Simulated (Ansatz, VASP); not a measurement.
**Two plane-wave programs on CdF2**

File INCAR:

```
PREC = Accurate ; ENCUT = 700
EDIFF = 1E-6 ; ISMEAR = 0
SIGMA = 0.02 ; LREAL = F
LASPH = T ; NELM = 120
ALGO = Normal ; ISIF = 2
LWAVE = F ; LCHARG = T
GGA = PS ; LELF = T
LVHAR = T ; NBANDS = 24
GGA_COMPAT = F
```

File KPOINTS:

```
regular mesh
0
Gamma
  8 8 8
```

The input POSCAR:

```
CdF2
1.0
    0.0000000000      2.5925978400      2.5925978400
    2.6734178400      0.0000000000      2.5925978400
    2.6734178400      2.5925978400      0.0000000000
Cd F
1 2
Direct
    0.0000000000      0.0000000000      0.0000000000
    0.2500000000      0.2500000000      0.2500000000
    0.7500000000      0.7500000000      0.7500000000
```

Input for Ansatz:

```yaml
crystal:
  lattice:
    - [0.0, 2.59259784, 2.59259784]
    - [2.67341784, 0.0, 2.59259784]
    - [2.67341784, 2.59259784, 0.0]
  atoms:
    - { symbol: Cd, position: [0.0, 0.0, 0.0] }
    - { symbol: F, position: [0.25, 0.25, 0.25] }
    - { symbol: F, position: [0.75, 0.75, 0.75] }
basis:
  ecutwfc: 420
kpoints:
  mp_grid: { grid: [8, 8, 8] }
hamiltonian:
  xc: pbesol
scf:
  occupations: { method: gaussian, width: 0.02 }
output:
  forces: true
  stress: true
  eigenvalues: true
```

Alike in both runs: task single point; functional PBEsol; k mesh 8 × 8 × 8; occupations gaussian, width 0.02 eV; no spin polarisation.

|  | VASP | Ansatz |
| --- | --- | --- |
| version | VASP 6.6.1 | Ansatz 0.2.0 |
| potentials or method | VASP PAW PBE potentials, release 64 (Cd_sv_GW, F), cutoff 700 eV | scalar-relativistic, plane waves, PAW |
| valence electrons in the cell | 34 | 34 |

VASP gave:

```
gap on the k mesh at the Fermi level (eV)                     : 3.18
least direct gap on the mesh (eV)                             : 3.52
pressure (GPa)                                                : 10.5
traceless stress, the component that is largest in VASP (GPa) : -2.36
```

Problem. What did Ansatz give for the same quantities?

Solution. gap on the k mesh at the Fermi level (eV): 3.20; least direct gap on the mesh (eV): 3.53; pressure (GPa): 10.8; traceless stress, the component that is largest in VASP (GPa): -2.37.

VASP's potentials were made for PBE, not for PBEsol.
